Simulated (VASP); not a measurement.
# PbS (Fm-3m) in VASP: further runs

PbS is run at these levels: PBE, BHLYP; tasks: single point.

Everything below comes from runs of VASP 6.6.1. Logs are shortened: lines on timing, memory, paths and dates and some standing lists are left out, and cuts for length are marked.

### 1 The cell of the first run

Symmetry: Fm-3m, No. 225, cubic system. The conventional cell has a = 6.048 Å, b = 6.048 Å, c = 6.048 Å, α = 90.00°, β = 90.00°, γ = 90.00°. Within 4.0 Å of Pb (site symmetry m-3m) lie 6 S at 3.02 Å. S (site symmetry m-3m) has 6 Pb at 3.02 Å within 4.0 Å.

### 2 Single point, PBE, non-collinear spin, zero start, spin-orbit coupling

INCAR

```
PREC = Accurate
ENCUT = 520
EDIFF = 1E-6
ISMEAR = -1
SIGMA = 0.05
LREAL = F
LASPH = T
NELM = 150
ALGO = Normal
ISIF = 2
LWAVE = F
LCHARG = F
LNONCOLLINEAR = T
MAGMOM = 0 0 0 0 0 0
LORBIT = 11
LSORBIT = T
GGA_COMPAT = F
LORBMOM = T
GGA = PE
NBANDS = 32
```

KPOINTS

```
Automatic mesh
0
Gamma
  8 8 8
```

POSCAR

```
PbS
1.0
    0.0000000000      3.0239167281      3.0239167281
    3.0239167281      0.0000000000      3.0239167281
    3.0239167281      3.0239167281      0.0000000000
Pb S
1 1
Direct
    0.0000000000      0.0000000000      0.0000000000
    0.5000000000      0.5000000000      0.5000000000
```

Potentials or basis: VASP PAW PBE potentials, release 64 (Pb_d, S).

Command:

```console
$ cat potpaw_PBE.64/Pb_d/POTCAR potpaw_PBE.64/S/POTCAR > POTCAR
$ mpirun -np 1 vasp_ncl > vasp.out
```

OUTCAR:

```text
PREC = Accurate
   ENCUT = 520
   EDIFF = 1E-6
   ISMEAR = -1
   LREAL = F
   LASPH = T
   NELM = 150
   ISIF = 2
   LNONCOLLINEAR = T
   LORBIT = 11
   LSORBIT = T
   GGA = PE

 ion  position               nearest neighbor table
   1  0.000  0.000  0.000-   2 3.02   2 3.02   2 3.02   2 3.02   2 3.02   2 3.02
   2  0.500  0.500  0.500-   1 3.02   1 3.02   1 3.02   1 3.02   1 3.02   1 3.02

  LATTYP: Found a face centered cubic cell.
 ALAT       =     6.0478334562

  Lattice vectors:

 A1 = (   0.0000000000,   3.0239167281,   3.0239167281)
 A2 = (   3.0239167281,   0.0000000000,   3.0239167281)
 A3 = (   3.0239167281,   3.0239167281,   0.0000000000)

Analysis of symmetry for initial positions (statically):
=====================================================================
 Subroutine PRICEL returns:
 Original cell was already a primitive cell.

 Routine SETGRP: Setting up the symmetry group for a
 face centered cubic supercell.

 Subroutine GETGRP returns: Found 48 space group operations
 (whereof 48 operations were pure point group operations)
 out of a pool of 48 trial point group operations.

The static configuration has the point symmetry O_h .

Analysis of symmetry for dynamics (positions and initial velocities):
=====================================================================
 Subroutine PRICEL returns:
 Original cell was already a primitive cell.

 Routine SETGRP: Setting up the symmetry group for a
 face centered cubic supercell.

 Subroutine GETGRP returns: Found 48 space group operations
 (whereof 48 operations were pure point group operations)
 out of a pool of 48 trial point group operations.

The dynamic configuration has the point symmetry O_h .

Analysis of structural, dynamic, and magnetic symmetry:
=====================================================================
 Subroutine PRICEL returns:
 Original cell was already a primitive cell.

 Routine SETGRP: Setting up the symmetry group for a
 face centered cubic supercell.

 Subroutine GETGRP returns: Found 48 space group operations
 (whereof 48 operations were pure point group operations)
 out of a pool of 48 trial point group operations.

The overall configuration has the point symmetry O_h .

 Subroutine INISYM returns: Found 48 space group operations
 (whereof 48 operations are pure point group operations),
 and found     1 'primitive' translations

----------------------------------------------------------------------------------------

                                     Primitive cell

  volume of cell :      55.3018

  direct lattice vectors                    reciprocal lattice vectors
     0.000000000  3.023916728  3.023916728    -0.165348469  0.165348469  0.165348469
     3.023916728  0.000000000  3.023916728     0.165348469 -0.165348469  0.165348469
     3.023916728  3.023916728  0.000000000     0.165348469  0.165348469 -0.165348469

  length of vectors
     4.276464048  4.276464048  4.276464048     0.286391948  0.286391948  0.286391948

  position of ions in fractional coordinates (direct lattice)
     0.000000000  0.000000000  0.000000000
     0.500000000  0.500000000  0.500000000

  ion indices of the primitive-cell ions
   primitive index   ion index
                 1           1
                 2           2

----------------------------------------------------------------------------------------

 KPOINTS: Automatic mesh

Automatic generation of k-mesh.
 Grid dimensions read from file:
 generate k-points for:    8    8    8

 Generating k-lattice:

  Cartesian coordinates                     Fractional coordinates (reciprocal lattice)
    -0.020668559  0.020668559  0.020668559     0.125000000  0.000000000  0.000000000
     0.020668559 -0.020668559  0.020668559     0.000000000  0.125000000  0.000000000
     0.020668559  0.020668559 -0.020668559     0.000000000  0.000000000  0.125000000

  Length of vectors
[... 87 lines left out ...]
  volume of cell :       55.30
 maximum number of plane-waves:      3048
   NGX = 15   NGY = 15   NGZ = 15

 number of electron      20.0000000 magnetization       0.0000000      0.0000000      0.0000000

 number of electron      20.0000006 magnetization       0.0000000      0.0000000     -0.0000000

 number of electron      20.0000006 magnetization      -0.0000000     -0.0000000      0.0000000

 Free energy of the ion-electron system (eV)
  ---------------------------------------------------
  ext. energy  EPLUGINS =         0.00000000
  ---------------------------------------------------
  free energy    TOTEN  =        -9.14166482 eV

  energy without entropy =       -9.14112012  energy(sigma->0) =       -9.14139247

 E-fermi :   5.0989     XC(G=0):  -9.4079

 val. band max:        4.9947705411   @ k =   0.5000   0.0000   0.0000
 cond. band min:       5.2030560964   @ k =   0.5000   0.0000   0.0000
 fundamental gap:      0.2082855553
 Fermi energy:         5.0989306598

 k-point     1 :       0.0000    0.0000    0.0000
  band No.  band energies     occupation
      1     -13.1307      1.00000
      2     -13.1307      1.00000
      3     -13.1307      1.00000
      4     -13.1307      1.00000
      5     -10.5806      1.00000
      6     -10.5806      1.00000
[... 829 lines left out ...]
     31      15.9846      0.00000
     32      15.9882      0.00000

 [... further k-points ...]
[... 5 lines left out ...]
  --------------------------------------------------------------------------------------
  -------------------------------------------------------------------------------------
  Total       -0.4170251     -0.4170251     -0.4170251      0.0000000      0.0000000     -0.0000000
  in kB      -12.0818460    -12.0818460    -12.0818460      0.0000000      0.0000000     -0.0000000
  external PRESSURE =     -12.0818460 kB  Pullay stress =       0.0000000 kB

 VOLUME and BASIS-vectors are now :
 -----------------------------------------------------------------------------
  energy-cutoff  :      520.00
  volume of cell :       55.30
      direct lattice vectors                 reciprocal lattice vectors
     0.000000000  3.023916728  3.023916728    -0.165348469  0.165348469  0.165348469
     3.023916728  0.000000000  3.023916728     0.165348469 -0.165348469  0.165348469
     3.023916728  3.023916728  0.000000000     0.165348469  0.165348469 -0.165348469

 POSITION                                       TOTAL-FORCE (eV/Angst)
 -----------------------------------------------------------------------------------
      0.00000      0.00000      0.00000        -0.000000      0.000000     -0.000000
      3.02392      3.02392      3.02392         0.000000     -0.000000      0.000000
 -----------------------------------------------------------------------------------
    total drift:                                0.000000     -0.000000     -0.000000

  FREE ENERGIE OF THE ION-ELECTRON SYSTEM (eV)
  ---------------------------------------------------
  free  energy   TOTEN  =        -9.1416648246 eV

  energy  without entropy=       -9.1411201169  energy(sigma->0) =       -9.14139247

 orbital moment (x)

 # of ion     p       d       tot
 ----------------------------------------
  1        -0.000   0.000  -0.000
  2        -0.000   0.000  -0.000
 ----------------------------------------
           -0.000   0.000  -0.000

 orbital moment (y)

 # of ion     p       d       tot
 ----------------------------------------
  1        -0.000  -0.000  -0.000
  2         0.000   0.000   0.000
 ----------------------------------------
            0.000  -0.000   0.000

 orbital moment (z)

 # of ion     p       d       tot
 ----------------------------------------
  1         0.000   0.000   0.000
  2         0.000   0.000   0.000
 ----------------------------------------
            0.000   0.000   0.000

 Spin-Orbit-Coupling matrix elements

 Ion:    1  E_soc:     -0.7815852
 l=   1
     0.0000000    -0.0636868    -0.0636868
    -0.0636868     0.0000000    -0.0636868
    -0.0636868    -0.0636868     0.0000000
 l=   2
     0.0000000    -0.0134113     0.0000000    -0.0134113    -0.0531662
    -0.0134113     0.0000000    -0.0398746    -0.0134113    -0.0132915
     0.0000000    -0.0398746     0.0000000    -0.0398746     0.0000000
    -0.0134113    -0.0134113    -0.0398746     0.0000000    -0.0132915
    -0.0531662    -0.0132915     0.0000000    -0.0132915     0.0000000
 l=   3
     0.0000000     0.0000000     0.0000000     0.0000000     0.0000000     0.0000000     0.0000000
     0.0000000     0.0000000     0.0000000     0.0000000     0.0000000     0.0000000     0.0000000
     0.0000000     0.0000000     0.0000000     0.0000000     0.0000000     0.0000000     0.0000000
     0.0000000     0.0000000     0.0000000     0.0000000     0.0000000     0.0000000     0.0000000
     0.0000000     0.0000000     0.0000000     0.0000000     0.0000000     0.0000000     0.0000000
     0.0000000     0.0000000     0.0000000     0.0000000     0.0000000     0.0000000     0.0000000
     0.0000000     0.0000000     0.0000000     0.0000000     0.0000000     0.0000000     0.0000000

 Ion:    2  E_soc:     -0.0040645
 l=   1
     0.0000000    -0.0006774    -0.0006774
    -0.0006774     0.0000000    -0.0006774
    -0.0006774    -0.0006774     0.0000000
 l=   2
     0.0000000     0.0000000     0.0000000     0.0000000     0.0000000
     0.0000000     0.0000000     0.0000000     0.0000000     0.0000000
     0.0000000     0.0000000     0.0000000     0.0000000     0.0000000
     0.0000000     0.0000000     0.0000000     0.0000000     0.0000000
     0.0000000     0.0000000     0.0000000     0.0000000     0.0000000
 l=   3
     0.0000000     0.0000000     0.0000000     0.0000000     0.0000000     0.0000000     0.0000000
     0.0000000     0.0000000     0.0000000     0.0000000     0.0000000     0.0000000     0.0000000
     0.0000000     0.0000000     0.0000000     0.0000000     0.0000000     0.0000000     0.0000000
     0.0000000     0.0000000     0.0000000     0.0000000     0.0000000     0.0000000     0.0000000
     0.0000000     0.0000000     0.0000000     0.0000000     0.0000000     0.0000000     0.0000000
     0.0000000     0.0000000     0.0000000     0.0000000     0.0000000     0.0000000     0.0000000
     0.0000000     0.0000000     0.0000000     0.0000000     0.0000000     0.0000000     0.0000000

 total charge

# of ion       s       p       d       tot
------------------------------------------
    1        1.481   0.495   9.843  11.819
    2        1.352   2.315   0.000   3.667
--------------------------------------------------
tot          2.833   2.811   9.843  15.486

 magnetization (x)

# of ion       s       p       d       tot
------------------------------------------
    1        0.000   0.000   0.000   0.000
    2        0.000  -0.000   0.000   0.000
--------------------------------------------------
tot          0.000   0.000   0.000   0.000

 magnetization (y)

# of ion       s       p       d       tot
------------------------------------------
    1        0.000   0.000   0.000   0.000
    2        0.000  -0.000   0.000   0.000
--------------------------------------------------
tot          0.000   0.000   0.000   0.000

 magnetization (z)

# of ion       s       p       d       tot
------------------------------------------
    1        0.000  -0.000   0.000  -0.000
    2       -0.000  -0.000   0.000  -0.000
--------------------------------------------------
tot         -0.000  -0.000   0.000  -0.000
```

Wall time 76 s (1 thread of AMD EPYC 7R13 (Zen 3), shared host); peak memory 0.3 GiB.

Results:

* Free energy: -9.1417 eV
* Pressure: -1.2 GPa
* Net moment: 0.00 μB per cell
* Valence electrons inside the program's atomic spheres: Pb 11.82; S 3.67

Moments on the atoms (μB; x, y, z):
```
Pb  0.00 0.00 0.00
S   0.00 0.00 0.00
```

### 3 Single point, BHLYP

This run uses another cell than the first one, of 27.13 Å³/atom.

POSCAR

```
PbS
1.0
    0.0000000000      3.0047775019      3.0047775019
    3.0047775019      0.0000000000      3.0047775019
    3.0047775019      3.0047775019      0.0000000000
Pb S
1 1
Direct
    0.0000000000      0.0000000000      0.0000000000
    0.5000000000      0.5000000000      0.5000000000
```

INCAR.step1

```
  PREC = Accurate
  ENCUT = 520
  EDIFF = 1E-5
  ISMEAR = -1
  SIGMA = 0.05
  LREAL = F
  LASPH = T
  NELM = 80
  ALGO = Normal
  ISIF = 2
  LWAVE = T
  LCHARG = F
  GGA = PE
  NBANDS = 17
```

INCAR.step2

```
  PREC = Accurate
  ENCUT = 520
  EDIFF = 1E-7
  ISMEAR = -1
  SIGMA = 0.05
  LREAL = F
  LASPH = T
  NELM = 80
  ALGO = Normal
  ISIF = 2
  LWAVE = F
  LCHARG = F
  GGA = B5
  LHFCALC = T
  AEXX = 0.5
  ALDAX = 0.5
  AGGAX = 0.5
  AGGAC = 1.0
  ALDAC = 0.0
  PRECFOCK = Normal
  ISTART = 1
  NBANDS = 17
```

KPOINTS

```
regular mesh
0
Gamma
  4 4 4
```

Potentials or basis: VASP PAW PBE potentials, release 64 (Pb_d, S).

Command:

```console
$ cat potpaw_PBE.64/Pb_d/POTCAR potpaw_PBE.64/S/POTCAR > POTCAR
$ cp INCAR.step1 INCAR
$ mpirun -np 1 vasp_std > vasp.out
$ cp INCAR.step2 INCAR
$ mpirun -np 1 vasp_std > vasp.out
```

OUTCAR:

```text
PREC = Accurate
   ENCUT = 520
   EDIFF = 1E-7
   ISMEAR = -1
   LREAL = F
   LASPH = T
   NELM = 80
   ISIF = 2
   GGA = B5
   LHFCALC = T
   AEXX = 0.5
   PRECFOCK = Normal
   ISTART = 1

 ion  position               nearest neighbor table
   1  0.000  0.000  0.000-   2 3.00   2 3.00   2 3.00   2 3.00   2 3.00   2 3.00
   2  0.500  0.500  0.500-   1 3.00   1 3.00   1 3.00   1 3.00   1 3.00   1 3.00

  LATTYP: Found a face centered cubic cell.
 ALAT       =     6.0095550038

  Lattice vectors:

 A1 = (   0.0000000000,   3.0047775019,   3.0047775019)
 A2 = (   3.0047775019,   0.0000000000,   3.0047775019)
 A3 = (   3.0047775019,   3.0047775019,   0.0000000000)

Analysis of symmetry for initial positions (statically):
=====================================================================
 Subroutine PRICEL returns:
 Original cell was already a primitive cell.

 Routine SETGRP: Setting up the symmetry group for a
 face centered cubic supercell.

[... 151 lines left out ...]
  ---------------------------------------------------
  free energy    TOTEN  =       -13.26058269 eV

  energy without entropy =      -13.26058269  energy(sigma->0) =      -13.26058269

 E-fermi :   5.4011     XC(G=0):  -4.9798

 val. band max:        4.3080645770   @ k =   0.5000   0.0000   0.0000
 cond. band min:       7.3120588392   @ k =   0.5000   0.0000   0.0000
 fundamental gap:      3.0039942622
 Fermi energy:         5.4011200552

 k-point     1 :       0.0000    0.0000    0.0000
  band No.  band energies     occupation
      1     -15.9910      2.00000
      2     -15.9910      2.00000
      3     -15.9791      2.00000
      4     -15.9791      2.00000
      5     -15.9791      2.00000
      6     -11.9884      2.00000
[... 137 lines left out ...]
      4     -15.9655      2.00000
      5     -15.9284      2.00000
      6     -10.2146      2.00000
[... 9 lines left out ...]
     16      19.9937      0.00000
     17      20.4991      0.00000

------------------------ aborting loop because EDIFF is reached ----------------------------------------

  FORCE on cell =-STRESS in cart. coord.  units (eV):
  Direction    XX          YY          ZZ          XY          YZ          ZX
  --------------------------------------------------------------------------------------
  -------------------------------------------------------------------------------------
  Total        0.3474218      0.3474218      0.3474218      0.0000000      0.0000000      0.0000000
  in kB       10.2588964     10.2588964     10.2588964      0.0000000      0.0000000      0.0000000
  external PRESSURE =      10.2588964 kB  Pullay stress =       0.0000000 kB

 VOLUME and BASIS-vectors are now :
 -----------------------------------------------------------------------------
  energy-cutoff  :      520.00
  volume of cell :       54.26
      direct lattice vectors                 reciprocal lattice vectors
     0.000000000  3.004777502  3.004777502    -0.166401672  0.166401672  0.166401672
     3.004777502  0.000000000  3.004777502     0.166401672 -0.166401672  0.166401672
     3.004777502  3.004777502  0.000000000     0.166401672  0.166401672 -0.166401672

 POSITION                                       TOTAL-FORCE (eV/Angst)
 -----------------------------------------------------------------------------------
      0.00000      0.00000      0.00000         0.000000      0.000000      0.000000
      3.00478      3.00478      3.00478        -0.000000     -0.000000     -0.000000
 -----------------------------------------------------------------------------------
    total drift:                               -0.000001     -0.000000      0.000000

  FREE ENERGIE OF THE ION-ELECTRON SYSTEM (eV)
  ---------------------------------------------------
  free  energy   TOTEN  =       -13.2605826930 eV

  energy  without entropy=      -13.2605826929  energy(sigma->0) =      -13.26058269
```

It took 9.9 min on 1 thread of Intel Xeon Platinum 8375C at 2.90GHz (Ice Lake), shared host; peak memory 0.19 GiB.

Results:

```
Free energy            : -13.2606 eV
Pressure               : 1.0 GPa
Band gap on the k mesh : 3.00 eV
```

Levels at points of the mesh, in eV from the valence-band top:
```
           k point  band 8  band 9  band 10  band 11  band 12  band 13
(0.00, 0.00, 0.00)   -2.66   -2.66    -2.66     8.26     8.26     8.26
(0.50, 0.00, 0.00)   -2.24   -2.24     0.00     3.00     4.66     4.66
(0.50, 0.50, 0.00)   -6.06   -4.08    -4.08     6.88     8.83     8.84
```

Caveat: the k points lie up to 0.45 Å⁻¹ apart; the PAW data sets were made with another functional, which shifts forces and pressure a little; spin-orbit coupling is left out, which moves the levels of the heavy elements.

(Part 1 of 2 ends here.)
